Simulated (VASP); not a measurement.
Runs of VASP 6.6.1 on Li2Se. The structure is that of space group Fm-3m (No. 225), or close to it. The cells are those of the table. 

```csv
task,level,potentials or basis,cell,k mesh,cutoff (eV),smearing,dipole correction,tolerance level,purpose,route,gap on the mesh (eV),pressure (GPa)
single point,PBE,"VASP PAW PBE potentials, release 64 (Se, Li_sv)","a = 4.274 Å, angles 60.0°, 3 atoms",8 × 8 × 8,750,fermi-dirac 0.05 eV,no,-,-,-,(b),-0.7
single point,PBE,"VASP PAW PBE potentials, release 64 (Se, Li_sv)","a = 4.302 Å, angles 60.0°, 3 atoms",8 × 8 × 8,750,fermi-dirac 0.05 eV,no,-,-,-,3.00,-1.3
single point,LDA,"VASP PAW LDA potentials, release 64 (Se, Li_sv)","a = 4.274 Å, angles 60.0°, 3 atoms",7 × 7 × 7,750,fermi-dirac 0.05 eV,no,-,-,-,2.95,-3.1
band structure,AM05,"VASP PAW PBE potentials, release 64 (Se, Li_sv)","a = 4.246 Å, angles 60.0°, 3 atoms",5 × 5 × 5,580,gaussian 0.03 eV,-,standard,bands,fixed density (ICHARG 11),(c),-
single point,LDA,"VASP PAW LDA potentials, release 64 (Se, Li_sv)","a = 4.329 Å, angles 60.0°, 3 atoms",7 × 7 × 7,750,fermi-dirac 0.05 eV,no,-,-,-,(a),-4.1
```

Alike in all rows: no spin polarisation.

**Question.** Estimate the missing entries.

**Answer.** (a) 2.97; (b) 2.99; (c) 3.20.

Caveats: the cell stands under tension (at least some runs); an odd mesh through Γ misses points on the zone boundary, where band edges can lie (at least some runs); the cutoff is under 1.25 times the usual one of these potentials, so pressure, stress and relaxed cells hold a basis-set (Pulay) error (at least some runs); the PAW data sets were made with another functional, which shifts forces and pressure a little (at least some runs); the mesh misses the band edges, which the band path finds closer together (at least some runs).

A k mesh can miss the band edges, and the runs leave out spin-orbit coupling on Se.
